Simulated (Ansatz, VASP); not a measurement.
## Au in VASP and in Ansatz

```
Au
1.0
     2.88617    0.00000    0.00000
    -1.44308    2.49949    0.00000
     0.00000    0.00000    4.71311
Au
2
Direct
  0.33333 0.66667 0.25000
  0.66667 0.33333 0.75000
```

Alike in both runs: task relaxation of cell and atoms; functional LDA; k mesh 18 × 18 × 10; occupations gaussian, width 0.1 eV; no spin polarisation.

|  | VASP | Ansatz |
| --- | --- | --- |
| version | VASP 6.6.1 | Ansatz 0.2.0 |
| potentials or method | VASP PAW LDA potentials, release 64 (Au), cutoff 500 eV | scalar-relativistic, plane waves, PAW |
| valence electrons in the cell | 22 | 38 |

|  | VASP | Ansatz | Ansatz less VASP |
| --- | --- | --- | --- |
| gap on the k mesh at the Fermi level, each at its own relaxed structure (eV) | none | none | - |
| relaxed volume (Å³/atom) | 16.63 | 16.59 | -0.043 |
| relaxed cell length with the largest relative difference (Å) | 2.843 | 2.839 | -0.0045 |

LDA's correlation is that of Perdew and Zunger in VASP and of Perdew and Wang (1992) in Ansatz. A gap of «none» marks a metal or a gap that the smearing closes. VASP's potentials hold 22 valence electrons a cell and Ansatz's 38, so a difference there can come from the potentials and not from the codes.

Neither program's run includes spin-orbit coupling.
